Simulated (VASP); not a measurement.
**TiH: single point with PBE**

TiH, a sheet with vacuum:

```
Ti H
1.0
     2.69872    0.00000    0.00000
     0.00000    2.69872    0.00000
     0.00000    0.00000   23.80000
Ti H
1 1
Cartesian
  0.0000 0.0000 7.0000
  1.3494 1.3494 7.0000
```

The cell was built from a structure type or drawn by symmetry, and may not be a known phase.

* Program: VASP 6.6.1
* Task: single point
* Functional: PBE
* Potentials or basis: VASP PAW PBE potentials, release 64 (Ti_sv, H)
* Cutoff: 520 eV
* k mesh: 20 × 20 × 1
* Occupations: gaussian, width 0.1 eV
* Spin: collinear spin
* Starting moments: [0.45, 0.0] μB
* Dipole correction: yes
* Further INCAR settings: ALGO = Normal; EDIFF = 1e-07; NBANDS = 18

| Item | Value |
| --- | --- |
| Net moment | 0.51 μB per cell |
| Site moments | Ti +0.26; H -0.00 μB |
| Valence electrons inside the program's atomic spheres | Ti 10.33; H 0.60 |
| Work function of the upper face | 4.25 eV |
| Work function of the lower face | 4.25 eV |

Levels at points of the mesh, in eV from the Fermi level:
Spin up:
| k point | band 4 | band 5 | band 6 | band 7 | band 8 | band 9 | band 10 | band 11 |
| --- | --- | --- | --- | --- | --- | --- | --- | --- |
| (0.00, 0.00, 0.00) | -32.70 | -7.94 | -1.24 | -0.67 | -0.25 | 2.34 | 2.34 | 3.39 |
| (0.50, 0.00, 0.00) | -32.63 | -4.31 | -1.44 | -1.21 | 1.13 | 1.44 | 2.63 | 5.03 |
| (0.50, 0.50, 0.00) | -33.20 | -6.53 | 0.06 | 0.06 | 1.99 | 4.48 | 5.73 | 5.73 |
Spin down:
```
           k point  band 4  band 5  band 6  band 7  band 8  band 9
(0.00, 0.00, 0.00)  -32.50   -7.80   -1.01   -0.25    0.24    2.66
(0.50, 0.00, 0.00)  -32.43   -4.22   -1.20   -0.84    1.52    1.59
(0.50, 0.50, 0.00)  -32.89   -6.46    0.42    0.42    2.32    4.70
```

It took 8.7 min on 1 thread of Intel(R) Xeon(R) 6975P-C (Granite Rapids), with other jobs on the host, peak memory 0.53 GiB.
